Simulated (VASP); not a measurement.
# MgAu3 (Pm-3m) in VASP: further runs

Runs on MgAu3. Level: LDA. Tasks: single point, relaxation of cell and atoms.

Program: VASP 6.6.1. These are calculated values, not measurements. Logs are shortened: lines on timing, memory, paths and dates and some standing lists are left out, and cuts for length are marked.

### 1 The cell of the first run

Symmetry: Pm-3m, No. 221, cubic system. The conventional cell has a = 4.031 Å, b = 4.031 Å, c = 4.031 Å, α = 90.00°, β = 90.00°, γ = 90.00°. Mg (site symmetry m-3m) has 12 Au at 2.85 Å within 3.8 Å. Au (site symmetry 4/mmm) has 4 Mg at 2.85 Å and 8 Au at 2.85 Å within 3.8 Å.

### 2 Single point, LDA

File INCAR:

```
SYSTEM = MgAu3
  ALGO = Normal
  EDIFF = 1E-7
  ENCUT = 520
  GGA = CA
  ISIF = 2
  ISMEAR = 1
  LASPH = .TRUE.
  LCHARG = .TRUE.
  LELF = .TRUE.
  LREAL = .FALSE.
  LVHAR = .TRUE.
  LWAVE = .FALSE.
  NBANDS = 26
  NELM = 80
  PREC = Accurate
  SIGMA = 0.1
```

File KPOINTS:

```
k-points
0
G
  5 5 5
  0 0 0
```

File POSCAR:

```
MgAu3
1.0
    4.0311178349      0.0000000000      0.0000000000
    0.0000000000      4.0311178349      0.0000000000
    0.0000000000      0.0000000000      4.0311178349
Mg Au
1 3
Direct
    0.0000000000      0.0000000000      0.0000000000
    0.5000000000      0.5000000000      0.0000000000
    0.5000000000      0.0000000000      0.5000000000
    0.0000000000      0.5000000000      0.5000000000
```

Potentials or basis: VASP PAW LDA potentials, release 64 (Mg, Au).

Run with:

```bash
$ cat potpaw_LDA.64/Mg/POTCAR potpaw_LDA.64/Au/POTCAR > POTCAR
$ mpirun -np 1 vasp_std > vasp.out
```

OUTCAR:

```text
SYSTEM = MgAu3
   EDIFF = 1E-7
   ENCUT = 520
   GGA = CA
   ISIF = 2
   ISMEAR = 1
   LASPH = .TRUE.
   LREAL = .FALSE.
   NELM = 80
   PREC = Accurate

 ion  position               nearest neighbor table
   1  0.000  0.000  0.000-   2 2.85   3 2.85   4 2.85   3 2.85   4 2.85   2 2.85   4 2.85   4 2.85
                             2 2.85   3 2.85   3 2.85   2 2.85
   2  0.500  0.500  0.000-   1 2.85   3 2.85   4 2.85   3 2.85   4 2.85   1 2.85   3 2.85   3 2.85
                             1 2.85   4 2.85   4 2.85   1 2.85
   3  0.500  0.000  0.500-   1 2.85   2 2.85   4 2.85   1 2.85   2 2.85   2 2.85   4 2.85   2 2.85
                             1 2.85   4 2.85   1 2.85   4 2.85
   4  0.000  0.500  0.500-   1 2.85   2 2.85   3 2.85   1 2.85   2 2.85   1 2.85   3 2.85   1 2.85
                             2 2.85   3 2.85   2 2.85   3 2.85

  LATTYP: Found a simple cubic cell.
 ALAT       =     4.0311178349

  Lattice vectors:

 A1 = (   4.0311178349,   0.0000000000,   0.0000000000)
 A2 = (   0.0000000000,   4.0311178349,   0.0000000000)
 A3 = (   0.0000000000,   0.0000000000,   4.0311178349)

Analysis of symmetry for initial positions (statically):
=====================================================================
 Subroutine PRICEL returns:
 Original cell was already a primitive cell.

 Routine SETGRP: Setting up the symmetry group for a
 simple cubic supercell.

 Subroutine GETGRP returns: Found 48 space group operations
 (whereof 48 operations were pure point group operations)
 out of a pool of 48 trial point group operations.

The static configuration has the point symmetry O_h .

Analysis of symmetry for dynamics (positions and initial velocities):
=====================================================================
 Subroutine PRICEL returns:
 Original cell was already a primitive cell.

 Routine SETGRP: Setting up the symmetry group for a
 simple cubic supercell.

 Subroutine GETGRP returns: Found 48 space group operations
 (whereof 48 operations were pure point group operations)
 out of a pool of 48 trial point group operations.

The dynamic configuration has the point symmetry O_h .

 Subroutine INISYM returns: Found 48 space group operations
 (whereof 48 operations are pure point group operations),
 and found     1 'primitive' translations

----------------------------------------------------------------------------------------

                                     Primitive cell

  volume of cell :      65.5053

  direct lattice vectors                    reciprocal lattice vectors
     4.031117835  0.000000000  0.000000000     0.248070149  0.000000000  0.000000000
     0.000000000  4.031117835  0.000000000     0.000000000  0.248070149  0.000000000
     0.000000000  0.000000000  4.031117835     0.000000000  0.000000000  0.248070149

  length of vectors
     4.031117835  4.031117835  4.031117835     0.248070149  0.248070149  0.248070149

  position of ions in fractional coordinates (direct lattice)
     0.000000000  0.000000000  0.000000000
     0.500000000  0.500000000  0.000000000
     0.500000000  0.000000000  0.500000000
     0.000000000  0.500000000  0.500000000

  ion indices of the primitive-cell ions
   primitive index   ion index
                 1           1
                 2           2
                 3           3
                 4           4

----------------------------------------------------------------------------------------

 KPOINTS: k-points

Automatic generation of k-mesh.
 Grid dimensions read from file:
 generate k-points for:    5    5    5

 Generating k-lattice:

  Cartesian coordinates                     Fractional coordinates (reciprocal lattice)
     0.049614030  0.000000000  0.000000000     0.200000000  0.000000000  0.000000000
     0.000000000  0.049614030  0.000000000     0.000000000  0.200000000  0.000000000
     0.000000000  0.000000000  0.049614030     0.000000000  0.000000000  0.200000000

  Length of vectors
     0.049614030  0.049614030  0.049614030

  Shift w.r.t. Gamma in fractional coordinates (k-lattice)
     0.000000000  0.000000000  0.000000000

 Subroutine IBZKPT returns following result:
 ===========================================

 Found     10 irreducible k-points:

 Following reciprocal coordinates:
            Coordinates               Weight
  0.000000  0.000000  0.000000      1.000000
  0.200000  0.000000  0.000000      6.000000
  0.400000  0.000000  0.000000      6.000000
  0.200000  0.200000  0.000000     12.000000
  0.400000  0.200000  0.000000     24.000000
  0.400000  0.400000  0.000000     12.000000
  0.200000  0.200000  0.200000      8.000000
  0.400000  0.200000  0.200000     24.000000
  0.400000  0.400000  0.200000     24.000000
  0.400000  0.400000  0.400000      8.000000
   k-points           NKPTS =     10   k-points in BZ     NKDIM =     10   number of bands    NBANDS=     26
   number of dos      NEDOS =    301   number of ions     NIONS =      4
   total plane-waves  NPLWV =  27000
   dimension x,y,z NGX =    30 NGY =   30 NGZ =   30
   dimension x,y,z NGXF=    60 NGYF=   60 NGZF=   60
   ions per type =               1   3
   NGX,Y,Z   is equivalent  to a cutoff of  12.37, 12.37, 12.37 a.u.
   NGXF,Y,Z  is equivalent  to a cutoff of  24.74, 24.74, 24.74 a.u.
 SYSTEM =  MgAu3
   PREC   = accura    normal or accurate (medium, high low for compatibility)
   ISTART =      0    job   : 0-new  1-cont  2-samecut
   ICHARG =      2    charge: 1-file 2-atom 10-const
   ISPIN  =      1    spin polarized calculation?
   LNONCOLLINEAR =      F non collinear calculations
   LSORBIT =      F    spin-orbit coupling
   LASPH  =      T    aspherical Exc in radial PAW
   ENCUT  =  520.0 eV  38.22 Ry    6.18 a.u.   7.50  7.50  7.50*2*pi/ulx,y,z
   NELM   =     80;   NELMIN=  2; NELMDL= -5     # of ELM steps
   EDIFF  = 0.1E-06   stopping-criterion for ELM
   LREAL  =      F    real-space projection
   EDIFFG = 0.1E-05   stopping-criterion for IOM
   NSW    =      0    number of steps for IOM
   IBRION =     -1    ionic relax: 0-MD 1-quasi-New 2-CG
   NFREE  =      0    steps in history (QN), initial steepest desc. (CG)
   ISIF   =      2    stress and relaxation
   ISYM   =      2    0-nonsym 1-usesym 2-fastsym
   POTIM  = 0.5000    time-step for ionic-motion
   TEBEG  =    0.0;   TEEND  =   0.0 temperature during run
   PSTRESS=    0.0 pullay stress
   NELECT =      35.0000    total number of electrons
   NUPDOWN=      -1.0000    fix difference up-down
   EMIN   =  10.00;   EMAX   =-10.00  energy-range for DOS
   EFERMI =   0.00;   METHOD = LEGACY
   ISMEAR =     1;   SIGMA  =   0.10  broadening in eV -4-tet -1-fermi 0-gaus
   EFERMI_NEDOS =   21; number of points for ismear=-14 and -15
   IALGO  =     38    algorithm
   IMIX   =      4    mixing-type and parameters
     AMIX     =   0.40;   BMIX     =  1.00
     AMIX_MAG =   1.60;   BMIX_MAG =  1.00
  volume/ion in A,a.u.               =      16.38       110.51
  Fermi-wavevector in a.u.,A,eV,Ry     =   1.328430  2.510369 24.010560  1.764726
  Thomas-Fermi vector in A             =   2.457668
   LORBIT       =      0    0 simple, 1 ext, 2 COOP (PROOUT), +10 PAW based schemes
   GGA     = CA    functional components
   LHFCALC =     F    Hartree Fock is set to
   AEXX    =    0.0000 exact exchange contribution
   IVDW    =     0    specifies the selected vdW correction
   LEPSILON=     F    determine dielectric tensor
   LRPA    =     F    only Hartree local field effects (RPA)
 non-spin polarized calculation
 Methfessel and Paxton  Order N= 1 SIGMA  =   0.10
  energy-cutoff  :      520.00
  volume of cell :       65.51
 maximum number of plane-waves:      1791
 NGX is ok and might be reduce to    30
   NGX = 15   NGY = 15   NGZ = 15

 number of electron      35.0000005 magnetization

 Free energy of the ion-electron system (eV)
  ---------------------------------------------------
  ext. energy  EPLUGINS =         0.00000000
  ---------------------------------------------------
  free energy    TOTEN  =       -17.05082259 eV

  energy without entropy =      -17.05082150  energy(sigma->0) =      -17.05082223

 E-fermi :   8.7355     XC(G=0): -12.3761

 val. band max:        8.6737966663   @ k =   0.2000   0.2000   0.2000
 cond. band min:       9.0689783789   @ k =   0.2000   0.2000   0.2000
 fundamental gap:      0.3951817126
 Fermi energy:         8.7355481588

 k-point     1 :       0.0000    0.0000    0.0000
  band No.  band energies     occupation
      1      -1.3565      2.00000
      2       1.1756      2.00000
      3       1.9409      2.00000
      4       1.9409      2.00000
      5       1.9409      2.00000
      6       2.0536      2.00000
[... 18 lines left out ...]
     25      17.8710      0.00000
     26      18.8795      0.00000

 k-point     2 :       0.2000    0.0000    0.0000
  band No.  band energies     occupation
      1      -0.9100      2.00000
      2       1.4319      2.00000
      3       2.0418      2.00000
      4       2.0585      2.00000
      5       2.1608      2.00000
      6       2.1608      2.00000
[... 18 lines left out ...]
     25      17.2383      0.00000
     26      17.8751      0.00000

 k-point     3 :       0.4000    0.0000    0.0000
  band No.  band energies     occupation
      1       0.2304      2.00000
      2       1.8211      2.00000
      3       2.0267      2.00000
      4       2.2365      2.00000
      5       2.7393      2.00000
      6       2.7393      2.00000
[... 166 lines left out ...]
 k-point     9 :       0.4000    0.4000    0.2000
  band No.  band energies     occupation
      1       1.3451      2.00000
      2       1.9378      2.00000
      3       1.9682      2.00000
      4       2.3100      2.00000
      5       3.1631      2.00000
      6       3.2053      2.00000
[... 18 lines left out ...]
     25      20.1812      0.00000
     26      20.6764      0.00000

 k-point    10 :       0.4000    0.4000    0.4000
  band No.  band energies     occupation
      1       1.3299      2.00000
      2       1.4880      2.00000
      3       1.6966      2.00000
      4       1.6966      2.00000
      5       3.3494      2.00000
      6       3.3494      2.00000
[... 18 lines left out ...]
     25      21.8407      0.00000
     26      22.4429      0.00000

------------------------ aborting loop because EDIFF is reached ----------------------------------------

  FORCE on cell =-STRESS in cart. coord.  units (eV):
  Direction    XX          YY          ZZ          XY          YZ          ZX
  --------------------------------------------------------------------------------------
  -------------------------------------------------------------------------------------
  Total       -0.0502484     -0.0502484     -0.0502484      0.0000000      0.0000000      0.0000000
  in kB       -1.2290117     -1.2290117     -1.2290117      0.0000000      0.0000000      0.0000000
  external PRESSURE =      -1.2290117 kB  Pullay stress =       0.0000000 kB

 VOLUME and BASIS-vectors are now :
 -----------------------------------------------------------------------------
  energy-cutoff  :      520.00
  volume of cell :       65.51
      direct lattice vectors                 reciprocal lattice vectors
     4.031117835  0.000000000  0.000000000     0.248070149  0.000000000  0.000000000
     0.000000000  4.031117835  0.000000000     0.000000000  0.248070149  0.000000000
     0.000000000  0.000000000  4.031117835     0.000000000  0.000000000  0.248070149

 POSITION                                       TOTAL-FORCE (eV/Angst)
 -----------------------------------------------------------------------------------
      0.00000      0.00000      0.00000         0.000000      0.000000      0.000000
      2.01556      2.01556      0.00000         0.000000      0.000000      0.000000
      2.01556      0.00000      2.01556         0.000000      0.000000      0.000000
      0.00000      2.01556      2.01556         0.000000      0.000000      0.000000
 -----------------------------------------------------------------------------------
    total drift:                                0.000000      0.000000     -0.000000

  FREE ENERGIE OF THE ION-ELECTRON SYSTEM (eV)
  ---------------------------------------------------
  free  energy   TOTEN  =       -17.0508225934 eV

  energy  without entropy=      -17.0508215049  energy(sigma->0) =      -17.05082223
```

Run time: 25 s. Hardware: 1 thread of Intel Xeon 8259CL, shared host; peak memory 0.15 GiB.

What came out:

- Free energy: -17.0508 eV
- Pressure: -0.1 GPa
- Band gap on the k mesh: zero (an odd number of electrons rules out a gap without spin polarisation)

Caveat: spin-orbit coupling is left out, which moves the levels of the heavy elements.

[end of part 1 of 2]
